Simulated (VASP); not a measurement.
Crystal: Ga3BAs4.

```
CELL_PARAMETERS angstrom
3.73445 0.00000 0.00000
0.00000 3.73445 5.28131
0.00000 -3.73445 5.28131
ATOMIC_POSITIONS crystal
B 0.00000 0.00000 0.00000
Ga 0.50000 0.00000 0.50000
Ga 0.50000 0.50000 0.00000
Ga 0.00000 0.50000 0.50000
As 0.50000 0.12500 0.12500
As 0.00000 0.12500 0.62500
As 0.00000 0.62500 0.12500
As 0.50000 0.62500 0.62500
```

| Quantity | Value |
| --- | --- |
| Program | VASP 6.6.1 |
| Task | relaxation of cell and atoms |
| Functional | PBE |
| Potentials or basis | VASP PAW PBE potentials, release 64 (B, Ga_d, As) |
| Cutoff | 600 eV |
| k mesh | 6 × 4 × 4 |
| Occupations | fermi-dirac, width 0.02 eV |
| Spin | no spin polarisation |

At the start: pressure 15.9 GPa; volume 18.41 Å³/atom.

Problem. Where does the relaxation end?

Solution. Over 37 steps the energy falls by 230.5 meV/atom and the volume is 21.13 Å³/atom (+14.7 %); space group Amm2 (No. 38, to 0.1 Å) before and after.

Step by step:
| step | energy change (eV) | largest force (eV/Å) | pressure (GPa) | volume (Å³) |
| --- | --- | --- | --- | --- |
| 1 | 0.0000 | 3.5801 | 15.92 | 147.31 |
| 2 | -1.3420 | 0.5439 | -6.20 | 189.86 |
| 3 | -1.6333 | 1.1235 | -1.88 | 174.79 |
| 4 | -1.6332 | 1.1500 | -1.65 | 174.21 |
| 5 | -1.7972 | 0.6075 | -0.56 | 170.68 |
| 6 | -1.8392 | 0.1493 | 0.53 | 167.88 |
| 7 | -1.8393 | 0.1493 | 0.47 | 168.01 |
| 8 | -1.8435 | 0.0650 | -0.15 | 169.38 |
| 9 | -1.8436 | 0.0742 | -0.01 | 169.17 |
| 10 | -1.8436 | 0.0695 | -0.10 | 169.21 |
| 11 | -1.8440 | 0.0216 | -0.01 | 169.06 |
| 12 | -1.8440 | 0.0199 | 0.02 | 169.04 |
| 13 | -1.8440 | 0.0204 | 0.02 | 169.05 |
| 14 | -1.8440 | 0.0116 | -0.04 | 169.10 |
| 15 | -1.8440 | 0.0103 | -0.06 | 169.11 |
| 16 | -1.8440 | 0.0123 | 0.01 | 169.06 |
| 17 | -1.8440 | 0.0125 | 0.00 | 169.06 |
| 18 | -1.8441 | 0.0095 | -0.01 | 169.06 |
| 19 | -1.8441 | 0.0095 | 0.01 | 169.04 |
| 20 | -1.8441 | 0.0220 | 0.02 | 169.02 |
| 21 | -1.8441 | 0.0126 | -0.01 | 169.03 |
| 22 | -1.8441 | 0.0111 | 0.03 | 169.02 |
| 23 | -1.8441 | 0.0120 | 0.00 | 169.02 |
| 24 | -1.8441 | 0.0116 | 0.00 | 169.01 |
| 25 | -1.8441 | 0.0110 | 0.04 | 169.00 |
| 26 | -1.8441 | 0.0103 | 0.03 | 169.00 |
| 27 | -1.8441 | 0.0075 | -0.01 | 169.02 |
| 28 | -1.8441 | 0.0072 | -0.03 | 169.04 |
| 29 | -1.8441 | 0.0076 | 0.01 | 169.04 |
| 30 | -1.8441 | 0.0088 | 0.02 | 169.02 |
| 31 | -1.8441 | 0.0109 | 0.04 | 169.00 |
| 32 | -1.8441 | 0.0095 | -0.01 | 169.01 |
| 33 | -1.8441 | 0.0086 | 0.00 | 169.01 |
| 34 | -1.8441 | 0.0064 | -0.01 | 169.03 |
| 35 | -1.8441 | 0.0066 | 0.00 | 169.02 |
| 36 | -1.8441 | 0.0066 | 0.01 | 169.03 |
| 37 | -1.8441 | 0.0046 | 0.00 | 169.03 |

Final structure:
```cif
data_structure
_symmetry_space_group_name_H-M 'P 1'
_symmetry_Int_Tables_number 1
_cell_length_a 3.9020
_cell_length_b 6.7836
_cell_length_c 6.7836
_cell_angle_alpha 70.283
_cell_angle_beta 90.000
_cell_angle_gamma 90.000
_cell_volume 169.03
loop_
_atom_site_label
_atom_site_type_symbol
_atom_site_fract_x
_atom_site_fract_y
_atom_site_fract_z
_atom_site_occupancy
B1 B 0.00000 0.99712 0.99712 1
Ga1 Ga 0.50000 0.00032 0.50107 1
Ga2 Ga 0.50000 0.50107 0.00032 1
Ga3 Ga 0.00000 0.49862 0.49862 1
As1 As 0.50000 0.10692 0.10692 1
As2 As 0.00000 0.11284 0.65864 1
As3 As 0.00000 0.65864 0.11284 1
As4 As 0.50000 0.62448 0.62448 1
```
